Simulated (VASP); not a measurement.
A run of VASP 6.6.1 is set up as follows.

File INCAR:

```
SYSTEM = BeS
PREC = Accurate
ENCUT = 520
EDIFF = 1E-7
ISMEAR = 0
SIGMA = 0.01
LREAL = .False.
LASPH = .True.
NELM = 100
ALGO = Normal
ISIF = 2
LWAVE = .False.
LCHARG = .False.
NBANDS = 11
```

The input KPOINTS:

```
Automatic mesh
0
Gamma
  10 10 10
  0 0 0
```

Contents of POSCAR:

```
BeS
1.0
    0.0000000000      2.3060648892      2.3060648892
    2.3060648892      0.0000000000      2.3060648892
    2.3060648892      2.3060648892      0.0000000000
Be S
1 1
Direct
    0.0000000000      0.0000000000      0.0000000000
    0.7500000000      0.7500000000      0.7500000000
```

Potentials or basis: VASP PAW LDA potentials, release 64 (Be, S).

Launch:

```sh
$ cat potpaw_LDA.64/Be/POTCAR potpaw_LDA.64/S/POTCAR > POTCAR
$ mpirun -np 1 vasp_std > vasp.out
```

Question: Predict the band gap on the k mesh.

Answer: 2.53 eV, indirect (least direct gap 5.43 eV).

Question: Predict the pressure.

Answer: 15.0 GPa.

A k mesh can miss the band edges.
